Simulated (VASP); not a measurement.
BN: single point with PBE

Crystal: BN.

```
B N
1.0
     0.00000    3.49532    2.16609
     1.25163    0.00000    2.16609
     1.25163    3.49532    0.00000
B N
1 1
Direct
  0.00005 0.00005 0.99995
  0.66665 0.66665 0.33335
```

```
Program             : VASP 6.6.1
Task                : single point
Functional          : PBE
Potentials or basis : VASP PAW PBE potentials, release 64 (B, N)
Cutoff              : 520 eV
k mesh              : 6 × 6 × 6
Occupations         : gaussian, width 0.02 eV
Spin                : no spin polarisation
```

```json
{"Pressure": "3.3 GPa", "Largest force": "0.009 eV/Å", "Band gap on the k mesh": "3.85 eV, indirect (least direct gap 4.55 eV)"}
```

Forces in eV/Å, atoms in the order of the input:
```
B    0.000  0.000  0.009
N    0.000  0.000 -0.009
```

Stress tensor (GPa, compression positive):
```
4.10 0.00 0.00
0.00 1.61 0.00
0.00 0.00 4.14
```

Levels at points of the mesh, in eV from the valence-band top:
```csv
k point,band 1,band 2,band 3,band 4,band 5,band 6,band 7,band 8,band 9
"(0.00, 0.00, 0.00)",-17.87,-4.48,-1.42,-1.41,4.86,11.51,11.57,12.97,14.43
"(0.50, 0.00, 0.00)",-14.68,-8.99,-4.22,-1.01,4.63,9.82,13.33,15.61,19.71
"(0.50, 0.50, 0.00)",-14.72,-9.08,-4.21,-0.52,5.77,9.41,12.24,13.70,19.43
"(0.50, 0.00, 0.50)",-17.67,-6.12,-1.44,-1.41,9.58,11.46,11.53,11.90,15.68
"(0.00, 0.50, 0.50)",-14.62,-8.89,-4.25,-1.46,3.85,9.89,14.50,18.48,19.40
```

Wall time 9.6 s on 1 thread of Intel(R) Xeon(R) Platinum 8488C (Sapphire Rapids), with other jobs on the host, peak memory 0.14 GiB.

Caveat: the k points lie up to 0.51 Å⁻¹ apart. A k mesh can miss the band edges.
